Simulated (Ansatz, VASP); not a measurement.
One calculation of NiO, two programs

File INCAR:

```
SYSTEM = NiO
PREC = Accurate
ENCUT = 520
EDIFF = 1E-6
ISMEAR = 0
SIGMA = 0.05
LREAL = .False.
LASPH = .True.
NELM = 150
ALGO = Normal
ISIF = 2
LWAVE = .False.
LCHARG = .False.
ISPIN = 2
MAGMOM = 2 -2 0 0
LORBIT = 11
LMAXMIX = 4
LDAU = .True.
LDAUTYPE = 2
LDAUL = 2 -1
LDAUU = 7.2 0
LDAUJ = 0 0
LDAUPRINT = 1
GGA = PS
NBANDS = 28
```

File KPOINTS:

```
regular mesh
0
Gamma
  10 10 5
  0 0 0
```

Contents of POSCAR:

```
NiO
1.0
    0.0000000000      2.0913095126      2.0913095126
    2.0913095126      0.0000000000      2.0913095126
    4.1826190252      4.1826190252      0.0000000000
Ni O
2 2
Direct
    0.0000000000      0.0000000000      0.0000000000
    0.0000000000      0.0000000000      0.5000000000
    0.5000000000      0.5000000000      0.2500000000
    0.5000000000      0.5000000000      0.7500000000
```

Input for Ansatz:

```yaml
crystal:
  lattice:
    - [0.0, 2.0913095126, 2.0913095126]
    - [2.0913095126, 0.0, 2.0913095126]
    - [4.1826190252, 4.1826190252, 0.0]
  atoms:
    - { symbol: Ni, position: [0.0, 0.0, 0.0], spin: 2.0 }
    - { symbol: O, position: [0.5, 0.5, 0.25] }
    - { symbol: Ni, position: [0.0, 0.0, 0.5], spin: -2.0 }
    - { symbol: O, position: [0.5, 0.5, 0.75] }
basis:
  ecutwfc: 420
  ecutrho_ratio: 4
kpoints:
  mp_grid: { grid: [10, 10, 5] }
hamiltonian:
  xc: pbesol
  hubbard: { sites: [{ species: Ni, l: d, u_eff: 7.2 }] }
scf:
  occupations: { method: gaussian, width: 0.05 }
  lower_state_search: "off"
output:
  forces: true
  stress: true
  eigenvalues: true
  populations: true
  hubbard: { sites: [{ species: Ni, l: d }] }
  write_density: true
  write_potential: true
  elf: true
  volumetric_format: npy
magnetization:
  spin_polarized: true
checkpoint:
  read: start.run
  write: ck
  compress: false
  write_wavefunctions: false
  write_every: 100000
```

Alike in both runs: task single point; functional PBEsol; k mesh 10 × 10 × 5; occupations gaussian, width 0.05 eV; collinear spin; Hubbard terms Ni d U = 7.2 eV.

|  | VASP | Ansatz |
| --- | --- | --- |
| version | VASP 6.6.1 | Ansatz 0.2.0 |
| potentials or method | VASP PAW PBE potentials, release 64 (Ni, O), cutoff 520 eV | scalar-relativistic, plane waves, PAW |
| valence electrons in the cell | 32 | 48 |

```csv
,VASP,Ansatz,Ansatz less VASP
gap on the k mesh at the Fermi level (eV),3.44,3.11,-0.331
least direct gap on the mesh (eV),4.09,3.88,-0.208
pressure (GPa),-11.2,1.0,+12.17
net moment per atom (μB),0.00,0.00,0.000
size of the moment on the site where the two differ most (μB),1.78,1.68,-0.097
```

VASP's potentials were made for PBE, not for PBEsol. Site moments also hang on the region over which each program counts them. The programs project onto different local orbitals, so the same U acts differently, and such runs can settle in different states. VASP's potentials hold 32 valence electrons a cell and Ansatz's 48, so a difference there can come from the potentials and not from the codes. Ansatz's warnings: stability check not made.
